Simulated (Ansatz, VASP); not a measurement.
**Ni3Cl: VASP beside Ansatz**

```
CELL_PARAMETERS angstrom
3.67676 0.00000 0.00000
0.00000 3.67676 0.00000
0.00000 0.00000 3.67676
ATOMIC_POSITIONS crystal
Ni 0.00000 0.50000 0.50000
Ni 0.50000 0.00000 0.50000
Ni 0.50000 0.50000 0.00000
Cl 0.00000 0.00000 0.00000
```

Alike in both runs: functional PBE; k mesh 4 × 4 × 4; occupations gaussian, width 0.1 eV; collinear spin.

Ansatz relaxed the structure, and its values are those at the end. VASP's run is a single point on that final structure, the one shown.

|  | VASP | Ansatz |
| --- | --- | --- |
| version | VASP 6.6.1 | Ansatz 0.2.0 |
| potentials or method | VASP PAW PBE potentials, release 64 (Ni, Cl), cutoff 520 eV | scalar-relativistic, plane waves, PAW |
| valence electrons in the cell | 37 | 61 |

VASP gave:

| Item | Value |
| --- | --- |
| gap on the k mesh at the Fermi level (eV) | none |
| pressure (GPa) | 0.0 |
| net moment per atom (μB) | 0.50 |
| size of the moment on the site where the two differ most (μB) | 0.66 |

Question: What did Ansatz give for the same quantities?

Answer: gap on the k mesh at the Fermi level (eV): none; pressure (GPa): -0.1; net moment per atom (μB): 0.50; size of the moment on the site where the two differ most (μB): 0.68.

Site moments also hang on the region over which each program counts them. A gap of «none» marks a metal or a gap that the smearing closes. With one functional, cell and mesh, what is left measures potentials, basis and numerics. VASP's potentials hold 37 valence electrons a cell and Ansatz's 61, so a difference there can come from the potentials and not from the codes.

The k mesh is coarse, so the values compare programs but aren't converged.
